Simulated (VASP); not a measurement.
Mg4BrO3: single point with PBE

The system is Mg4BrO3.

```
CELL_PARAMETERS angstrom
5.12427 0.00000 0.00000
0.00000 5.12427 0.00000
0.00000 0.00000 5.12427
ATOMIC_POSITIONS crystal
Mg 0.75000 0.75000 0.75000
Mg 0.75000 0.25000 0.25000
Mg 0.25000 0.75000 0.25000
Mg 0.25000 0.25000 0.75000
Br 0.50000 0.50000 0.50000
O 0.00000 0.00000 0.50000
O 0.00000 0.50000 0.00000
O 0.50000 0.00000 0.00000
```

- Program: VASP 6.6.1
- Task: single point
- Functional: PBE
- Potentials or basis: VASP PAW PBE potentials, release 64 (Mg, Br, O)
- Cutoff: 520 eV
- k mesh: 4 × 4 × 4
- Occupations: gaussian, width 0.1 eV
- Spin: no spin polarisation

| Quantity | Value |
| --- | --- |
| Pressure | 1.0 GPa |
| Band gap on the k mesh | zero (an odd number of electrons rules out a gap without spin polarisation) |

Levels at points of the mesh, in eV from the Fermi level:
| k point | band 12 | band 13 | band 14 | band 15 | band 16 | band 17 | band 18 | band 19 | band 20 | band 21 |
| --- | --- | --- | --- | --- | --- | --- | --- | --- | --- | --- |
| (0.00, 0.00, 0.00) | -4.59 | -4.59 | -4.05 | -4.05 | -4.05 | -2.04 | -0.55 | -0.55 | 1.50 | 3.20 |
| (0.50, 0.00, 0.00) | -4.92 | -4.67 | -4.67 | -4.23 | -4.23 | 0.01 | 0.58 | 0.62 | 2.51 | 3.55 |
| (0.50, 0.50, 0.00) | -4.68 | -4.68 | -4.68 | -4.16 | -4.04 | 1.27 | 1.33 | 2.10 | 2.10 | 3.50 |
| (0.50, 0.50, 0.50) | -4.14 | -4.14 | -4.14 | -4.03 | -4.03 | 1.08 | 1.08 | 1.08 | 2.98 | 3.49 |

Wall time 70 s on 1 thread of Oxide Virtual Turin-like Processor, on a shared host, peak memory 0.21 GiB.

Caveat: an odd number of electrons without spin polarisation forces a metal; a magnetic or distorted state may lie lower.
